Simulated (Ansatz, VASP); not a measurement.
**One calculation of AlN, two programs**

The input INCAR:

```
SYSTEM = AlN
  ALGO = Normal
  EDIFF = 1E-6
  ENCUT = 520
  GGA = CA
  ISIF = 2
  ISMEAR = 0
  LASPH = .True.
  LCHARG = .False.
  LREAL = .False.
  LWAVE = .False.
  NBANDS = 16
  NELM = 100
  PREC = Accurate
  SIGMA = 0.01
```

Contents of KPOINTS:

```
k-points
0
Gamma
  9 9 6
  0 0 0
```

The input POSCAR:

```
AlN
1.0
    3.1135756528      0.0000000000      0.0000000000
   -1.5567878264      2.6964356119      0.0000000000
    0.0000000000      0.0000000000      4.9831268775
Al N
2 2
Direct
    0.3333333333      0.6666666667     -0.0590000000
    0.6666666667      0.3333333333      0.4410000000
    0.3333333333      0.6666666667      0.4410000000
    0.6666666667      0.3333333333      0.9410000000
```

Input for Ansatz:

```yaml
crystal:
  lattice:
    - [3.1135756528, 0.0, 0.0]
    - [-1.5567878264, 2.6964356119, 0.0]
    - [0.0, 0.0, 4.9831268775]
  atoms:
    - { symbol: Al, position: [0.3333333333, 0.6666666667, -0.059] }
    - { symbol: Al, position: [0.6666666667, 0.3333333333, 0.441] }
    - { symbol: "N", position: [0.3333333333, 0.6666666667, 0.441] }
    - { symbol: "N", position: [0.6666666667, 0.3333333333, 0.941] }
basis:
  ecutwfc: 420
  xc_grid: 2
kpoints:
  mp_grid: { grid: [9, 9, 6] }
hamiltonian:
  xc: lda
  pseudopotentials: { kind: paw, azcp: { folder: soft_1 } }
scf:
  occupations: { method: fixed }
output:
  forces: true
  stress: true
  eigenvalues: true
  polarization: {}
```

Change from the starting cell: polar distortion scaled by 0.00.

Alike in both runs: task single point; functional LDA; k mesh 9 × 9 × 6; no spin polarisation.

|  | VASP | Ansatz |
| --- | --- | --- |
| version | VASP 6.6.1 | Ansatz 0.2.0 |
| potentials or method | VASP PAW LDA potentials, release 64 (Al, N), cutoff 520 eV | scalar-relativistic, plane waves, PAW |
| occupations | gaussian, width 0.01 eV | fixed |
| valence electrons in the cell | 16 | 16 |

```tsv
	VASP	Ansatz	Ansatz less VASP
gap on the k mesh at the Fermi level (eV)	2.73	2.72	-0.010
least direct gap on the mesh (eV)	2.73	2.72	-0.010
pressure (GPa)	4.2	3.4	-0.75
traceless stress, the component that is largest in VASP (GPa)	-18.71	-17.89	+0.823
```

Ansatz warns that its potentials were made for another functional, while VASP's fit it. LDA's correlation is that of Perdew and Zunger in VASP and of Perdew and Wang (1992) in Ansatz.
